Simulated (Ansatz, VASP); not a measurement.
# Two plane-wave programs on InSe

```xyz
8
Lattice="4.0500 0.0000 0.0000 -2.0250 3.5074 0.0000 0.0000 0.0000 16.9300" Properties=species:S:1:pos:R:3 pbc="T T T"
In    0.0000    2.3383    2.6580
In    2.0250    1.1691   11.1230
In    0.0000    2.3383    5.8070
In    2.0250    1.1691   14.2720
Se    0.0000    2.3383   10.1919
Se    2.0250    1.1691    1.7269
Se    0.0000    2.3383   15.2031
Se    2.0250    1.1691    6.7381
```

Alike in both runs: task single point; functional PBE; k mesh 12 × 12 × 4; occupations gaussian, width 0.15 eV; no spin polarisation.

|  | VASP | Ansatz |
| --- | --- | --- |
| version | VASP 6.6.1 | Ansatz 0.2.0 |
| potentials or method | VASP PAW PBE potentials, release 64 (In_d, Se), cutoff 520 eV | scalar-relativistic, plane waves, PAW |
| valence electrons in the cell | 76 | 116 |

VASP gave:

| Property | Result |
| --- | --- |
| gap on the k mesh at the Fermi level (eV) | none |
| pressure (GPa) | 7.6 |
| traceless stress, the component that is largest in VASP (GPa) | -5.78 |
| rms of the force components (eV/Å) | 1.442 |

What did Ansatz give for the same quantities?

gap on the k mesh at the Fermi level (eV): none; pressure (GPa): 7.6; traceless stress, the component that is largest in VASP (GPa): -5.76; rms of the force components (eV/Å): 1.433.

Atom by atom the forces differ by 0.009 eV/Å (rms over components). A gap of «none» marks a metal or a gap that the smearing closes. With one functional, cell and mesh, what is left measures potentials, basis and numerics. VASP's potentials hold 76 valence electrons a cell and Ansatz's 116, so a difference there can come from the potentials and not from the codes.
